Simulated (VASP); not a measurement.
# MnSi (P2_13) in VASP: notebook

The runs below take MnSi through relaxation of cell and atoms, single point, with PBE.

Everything below comes from runs of VASP 6.6.1. Logs are shortened: lines on timing, memory, paths and dates and some standing lists are left out, and cuts for length are marked.

**1. The cell of the first run**

The structure is cubic, space group P2_13 (No. 198). The conventional cell has a = 4.556 Å, b = 4.556 Å, c = 4.556 Å, α = 90.00°, β = 90.00°, γ = 90.00°. Within 3.0 Å of Mn (site symmetry 3) lie 7 Si at 2.31 to 2.53 Å and 6 Mn at 2.80 Å. Si (site symmetry 3) has 7 Mn at 2.31 to 2.53 Å and 6 Si at 2.81 Å within 3.0 Å.

**2. Relaxation of cell and atoms, PBE, collinear spin, ferromagnetic start**

The input, INCAR:

```
  ALGO = Normal
  EDIFF = 1E-6
  EDIFFG = -0.04
  ENCUT = 600
  GGA = PE
  IBRION = 2
  ISIF = 3
  ISMEAR = 0
  ISPIN = 2
  LASPH = True
  LCHARG = False
  LMAXMIX = 4
  LORBIT = 11
  LREAL = False
  LWAVE = False
  MAGMOM = 4 4 4 4 0 0 0 0
  NELM = 150
  NSW = 90
  PREC = Accurate
  SIGMA = 0.1
```

The input, KPOINTS:

```
k-points
0
Gamma
  4 4 4
```

The input, POSCAR:

```
MnSi
1.0
    4.5561299300      0.0000000000      0.0000000000
    0.0000000000      4.5561299300      0.0000000000
    0.0000000000      0.0000000000      4.5561299300
Mn Si
4 4
Direct
    0.1383000000      0.1383000000      0.1383000000
    0.3617000000      0.8617000000      0.6383000000
    0.6383000000      0.3617000000      0.8617000000
    0.8617000000      0.6383000000      0.3617000000
    0.8460999700      0.8460999700      0.8460999700
    0.6539000300      0.1539000300      0.3460999700
    0.3460999700      0.6539000300      0.1539000300
    0.1539000300      0.3460999700      0.6539000300
```

Potentials or basis: VASP PAW PBE potentials, release 64 (Mn_pv, Si).

Command:

```
$ cat potpaw_PBE.64/Mn_pv/POTCAR potpaw_PBE.64/Si/POTCAR > POTCAR
$ mpirun -np 1 vasp_std > vasp.out
```

OUTCAR:

```text
EDIFF = 1E-6
   EDIFFG = -0.04
   ENCUT = 600
   GGA = PE
   IBRION = 2
   ISIF = 3
   ISMEAR = 0
   ISPIN = 2
   LASPH = True
   LORBIT = 11
   LREAL = False
   NELM = 150
   NSW = 90
   PREC = Accurate

 ion  position               nearest neighbor table
   1  0.138  0.138  0.138-   5 2.31   6 2.40   7 2.40   8 2.40   7 2.53   8 2.53   6 2.53   3 2.80
                             4 2.80   2 2.80   2 2.80   4 2.80   3 2.80
   2  0.362  0.862  0.638-   6 2.31   5 2.40   7 2.40   8 2.40   7 2.53   8 2.53   5 2.53   1 2.80
                             1 2.80   3 2.80   3 2.80   4 2.80   4 2.80
   3  0.638  0.362  0.862-   7 2.31   6 2.40   5 2.40   8 2.40   8 2.53   6 2.53   5 2.53   1 2.80
                             4 2.80   2 2.80   2 2.80   4 2.80   1 2.80
   4  0.862  0.638  0.362-   8 2.31   6 2.40   7 2.40   5 2.40   6 2.53   5 2.53   7 2.53   1 2.80
                             3 2.80   2 2.80   1 2.80   2 2.80   3 2.80
   5  0.846  0.846  0.846-   1 2.31   2 2.40   3 2.40   4 2.40   3 2.53   4 2.53   2 2.53   6 2.81
                             7 2.81   8 2.81   6 2.81   8 2.81   7 2.81
   6  0.654  0.154  0.346-   2 2.31   1 2.40   3 2.40   4 2.40   3 2.53   4 2.53   1 2.53   8 2.81
                             5 2.81   5 2.81   7 2.81   7 2.81   8 2.81
   7  0.346  0.654  0.154-   3 2.31   2 2.40   1 2.40   4 2.40   4 2.53   2 2.53   1 2.53   8 2.81
                             5 2.81   8 2.81   6 2.81   6 2.81   5 2.81
   8  0.154  0.346  0.654-   4 2.31   2 2.40   3 2.40   1 2.40   2 2.53   1 2.53   3 2.53   7 2.81
                             5 2.81   7 2.81   5 2.81   6 2.81   6 2.81

  LATTYP: Found a simple cubic cell.
 ALAT       =     4.5561299300

  Lattice vectors:

 A1 = (   4.5561299300,   0.0000000000,   0.0000000000)
 A2 = (   0.0000000000,   4.5561299300,   0.0000000000)
 A3 = (   0.0000000000,   0.0000000000,   4.5561299300)

Analysis of symmetry for initial positions (statically):
=====================================================================
 Subroutine PRICEL returns:
 Original cell was already a primitive cell.

 Routine SETGRP: Setting up the symmetry group for a
 simple cubic supercell.

 Subroutine GETGRP returns: Found 12 space group operations
 (whereof  3 operations were pure point group operations)
 out of a pool of 48 trial point group operations.

The static configuration has the point symmetry C_3 .
 The point group associated with its full space group is T   .

Analysis of symmetry for dynamics (positions and initial velocities):
=====================================================================
 Subroutine PRICEL returns:
 Original cell was already a primitive cell.

 Routine SETGRP: Setting up the symmetry group for a
 simple cubic supercell.

 Subroutine GETGRP returns: Found 12 space group operations
 (whereof  3 operations were pure point group operations)
 out of a pool of 48 trial point group operations.

The dynamic configuration has the point symmetry C_3 .
 The point group associated with its full space group is T   .

Analysis of structural, dynamic, and magnetic symmetry:
=====================================================================
 Subroutine PRICEL returns:
 Original cell was already a primitive cell.

 Routine SETGRP: Setting up the symmetry group for a
 simple cubic supercell.

 Subroutine GETGRP returns: Found 12 space group operations
 (whereof  3 operations were pure point group operations)
 out of a pool of 48 trial point group operations.

The overall configuration has the point symmetry C_3 .
 The point group associated with its full space group is T   .

 Subroutine INISYM returns: Found 12 space group operations
 (whereof  3 operations are pure point group operations),
 and found     1 'primitive' translations

----------------------------------------------------------------------------------------

                                     Primitive cell

  volume of cell :      94.5776

  direct lattice vectors                    reciprocal lattice vectors
     4.556129930  0.000000000  0.000000000     0.219484522  0.000000000  0.000000000
     0.000000000  4.556129930  0.000000000     0.000000000  0.219484522  0.000000000
     0.000000000  0.000000000  4.556129930     0.000000000  0.000000000  0.219484522

  length of vectors
     4.556129930  4.556129930  4.556129930     0.219484522  0.219484522  0.219484522

  position of ions in fractional coordinates (direct lattice)
[... 70 lines left out ...]
   ICHARG =      2    charge: 1-file 2-atom 10-const
   ISPIN  =      2    spin polarized calculation?
   LNONCOLLINEAR =      F non collinear calculations
   LSORBIT =      F    spin-orbit coupling
   LASPH  =      T    aspherical Exc in radial PAW
   ENCUT  =  600.0 eV  44.10 Ry    6.64 a.u.   9.10  9.10  9.10*2*pi/ulx,y,z
   NELM   =    150;   NELMIN=  2; NELMDL= -5     # of ELM steps
   EDIFF  = 0.1E-05   stopping-criterion for ELM
   LREAL  =      F    real-space projection
   EDIFFG = -.4E-01   stopping-criterion for IOM
   NSW    =     90    number of steps for IOM
   IBRION =      2    ionic relax: 0-MD 1-quasi-New 2-CG
   NFREE  =      1    steps in history (QN), initial steepest desc. (CG)
   ISIF   =      3    stress and relaxation
   ISYM   =      2    0-nonsym 1-usesym 2-fastsym
   POTIM  = 0.5000    time-step for ionic-motion
   TEBEG  =    0.0;   TEEND  =   0.0 temperature during run
   PSTRESS=    0.0 pullay stress
   NELECT =      68.0000    total number of electrons
   NUPDOWN=      -1.0000    fix difference up-down
   EMIN   =  10.00;   EMAX   =-10.00  energy-range for DOS
   EFERMI =   0.00;   METHOD = LEGACY
   ISMEAR =     0;   SIGMA  =   0.10  broadening in eV -4-tet -1-fermi 0-gaus
   EFERMI_NEDOS =   21; number of points for ismear=-14 and -15
   IALGO  =     38    algorithm
   IMIX   =      4    mixing-type and parameters
     AMIX     =   0.40;   BMIX     =  1.00
     AMIX_MAG =   1.60;   BMIX_MAG =  1.00
  volume/ion in A,a.u.               =      11.82        79.78
  Fermi-wavevector in a.u.,A,eV,Ry     =   1.466611  2.771494 29.265435  2.150949
  Thomas-Fermi vector in A             =   2.582328
   LORBIT       =     11    0 simple, 1 ext, 2 COOP (PROOUT), +10 PAW based schemes
   GGA     = PE    functional components
   LHFCALC =     F    Hartree Fock is set to
   AEXX    =    0.0000 exact exchange contribution
   IVDW    =     0    specifies the selected vdW correction
   LEPSILON=     F    determine dielectric tensor
   LRPA    =     F    only Hartree local field effects (RPA)
 conjugate gradient relaxation of ions
 spin polarized calculation
 Gauss-broadening in eV      SIGMA  =   0.10
  energy-cutoff  :      600.00
  volume of cell :       94.58
 maximum number of plane-waves:      3184
   NGX = 19   NGY = 19   NGZ = 19

--------------------------------------- Ionic step        1  -------------------------------------------

 number of electron      68.0000000 magnetization      16.0000000

 number of electron      68.0000087 magnetization       4.0217750

 Free energy of the ion-electron system (eV)
  ---------------------------------------------------
  ext. energy  EPLUGINS =         0.00000000
  ---------------------------------------------------
  free energy    TOTEN  =       -61.39298432 eV

  energy without entropy =      -61.37322139  energy(sigma->0) =      -61.38310285

------------------------ aborting loop because EDIFF is reached ----------------------------------------

  FORCE on cell =-STRESS in cart. coord.  units (eV):
  Direction    XX          YY          ZZ          XY          YZ          ZX
  --------------------------------------------------------------------------------------
  -------------------------------------------------------------------------------------
  Total       -3.2520716     -3.2520716     -3.2520716      0.0000000      0.0000000      0.0000000
  in kB      -55.0912184    -55.0912184    -55.0912184      0.0000000      0.0000000      0.0000000
  external PRESSURE =     -55.0912184 kB  Pullay stress =       0.0000000 kB
[... 155 lines left out ...]
--------------------------------------- Ionic step        5  -------------------------------------------

 number of electron      68.0000047 magnetization       3.9826656

 Free energy of the ion-electron system (eV)
  ---------------------------------------------------
  ext. energy  EPLUGINS =         0.00000000
  ---------------------------------------------------
  free energy    TOTEN  =       -61.44352658 eV

  energy without entropy =      -61.42405929  energy(sigma->0) =      -61.43379293

 E-fermi :  11.2299     XC(G=0): -12.8280

 val. band max:       11.2266351411   @ k =   0.5000   0.5000   0.5000
 cond. band min:      11.2761975376   @ k =   0.2500   0.2500   0.0000
 fundamental gap:      0.0495623965
 Fermi energy:        11.2299304844

 spin component 1

 k-point     1 :       0.0000    0.0000    0.0000
  band No.  band energies     occupation
      1     -37.2560      1.00000
      2     -37.2560      1.00000
      3     -37.2560      1.00000
      4     -37.1822      1.00000
      5     -37.1822      1.00000
      6     -37.1749      1.00000
[... 528 lines left out ...]
     45      17.1061      0.00000
     46      17.1061      0.00000
 Fermi energy:        11.2299304844

 spin component 2

 k-point     1 :       0.0000    0.0000    0.0000
  band No.  band energies     occupation
      1     -36.2350      1.00000
      2     -36.2350      1.00000
      3     -36.2350      1.00000
      4     -36.1477      1.00000
      5     -36.0206      1.00000
      6     -36.0206      1.00000
[... 528 lines left out ...]
     45      17.3891      0.00000
     46      17.3891      0.00000
 [bands above 46 left out]

------------------------ aborting loop because EDIFF is reached ----------------------------------------

  FORCE on cell =-STRESS in cart. coord.  units (eV):
  Direction    XX          YY          ZZ          XY          YZ          ZX
  --------------------------------------------------------------------------------------
  -------------------------------------------------------------------------------------
  Total        0.0710141      0.0710141      0.0710141      0.0000000      0.0000000      0.0000000
  in kB        1.2353921      1.2353921      1.2353921      0.0000000      0.0000000      0.0000000
  external PRESSURE =       1.2353921 kB  Pullay stress =       0.0000000 kB
[... 23 lines left out ...]
  FREE ENERGIE OF THE ION-ELECTRON SYSTEM (eV)
  ---------------------------------------------------
  free  energy   TOTEN  =       -61.4435265771 eV

  energy  without entropy=      -61.4240592859  energy(sigma->0) =      -61.43379293

 reached required accuracy - stopping structural energy minimisation

 total charge

# of ion       s       p       d       tot
------------------------------------------
    1        0.334   6.389   5.290  12.013
    2        0.334   6.389   5.290  12.013
    3        0.334   6.389   5.290  12.013
    4        0.334   6.389   5.290  12.013
    5        0.743   0.906   0.000   1.649
    6        0.743   0.906   0.000   1.649
    7        0.743   0.906   0.000   1.649
    8        0.743   0.906   0.000   1.649
--------------------------------------------------
tot          4.309  29.180  21.162  54.650

 magnetization (x)

# of ion       s       p       d       tot
------------------------------------------
    1        0.001   0.007   1.047   1.054
    2        0.001   0.007   1.047   1.054
    3        0.001   0.007   1.047   1.054
    4        0.001   0.007   1.047   1.054
    5       -0.013  -0.035   0.000  -0.048
    6       -0.013  -0.035   0.000  -0.048
    7       -0.013  -0.035   0.000  -0.048
    8       -0.013  -0.035   0.000  -0.048
--------------------------------------------------
tot         -0.048  -0.114   4.186   4.025
```

Run time: 3.7 min. Hardware: 1 thread of Intel Xeon 6975P-C (Granite Rapids), shared host; peak memory 0.28 GiB.

What came out:

```yaml
Free_energy: -61.4435 eV
Relaxed_volume: 11.51 Å³/atom
Relaxed_cell: a = 4.516 Å, b = 4.516 Å, c = 4.516 Å, α = 90.00°, β = 90.00°, γ = 90.00°
Space_group_after_relaxing_to_0.05_Å: P2_13 (No. 198)
Energy_gained_by_relaxing: 6.3 meV/atom
Ionic_steps: 5
Pressure_after_relaxing: 0.1 GPa
Largest_force_after_relaxing: 0.032 eV/Å
Band_gap_on_the_k_mesh: zero (filled and empty bands overlap)
Net_moment: 3.98 μB per cell
Site_moments: Mn +1.05; Si -0.05 μB
Valence_electrons_inside_the_program's_atomic_spheres: Mn 12.01; Si 1.65
```

Forces on the atoms (eV/Å):
```
Mn  -0.018 -0.018 -0.018
Mn   0.018  0.018 -0.018
Mn  -0.018  0.018  0.018
Mn   0.018 -0.018  0.018
Si  -0.014 -0.014 -0.014
Si   0.014  0.014 -0.014
Si  -0.014  0.014  0.014
Si   0.014 -0.014  0.014
```

Step by step:
```csv
step,energy change (eV),largest force (eV/Å),pressure (GPa),volume (Å³)
1,0.0000,0.2835,-5.51,94.58
2,0.0224,0.1395,7.85,89.12
3,-0.0488,0.1061,0.18,92.05
4,-0.0488,0.1019,0.27,92.00
5,-0.0505,0.0320,0.12,92.10
```

Final structure:
```cif
data_structure
_symmetry_space_group_name_H-M 'P 1'
_symmetry_Int_Tables_number 1
_cell_length_a 4.5160
_cell_length_b 4.5160
_cell_length_c 4.5160
_cell_angle_alpha 90.000
_cell_angle_beta 90.000
_cell_angle_gamma 90.000
_cell_volume 92.10
loop_
_atom_site_label
_atom_site_type_symbol
_atom_site_fract_x
_atom_site_fract_y
_atom_site_fract_z
_atom_site_occupancy
Mn1 Mn 0.13690 0.13690 0.13690 1
Mn2 Mn 0.36310 0.86310 0.63690 1
Mn3 Mn 0.63690 0.36310 0.86310 1
Mn4 Mn 0.86310 0.63690 0.36310 1
Si1 Si 0.84557 0.84557 0.84557 1
Si2 Si 0.65443 0.15443 0.34557 1
Si3 Si 0.34557 0.65443 0.15443 1
Si4 Si 0.15443 0.34557 0.65443 1
```

Caveat: the moment fell far below its start of 4 μB, so a state of higher moment may lie lower in energy.

(Continued in part 2 of 2.)
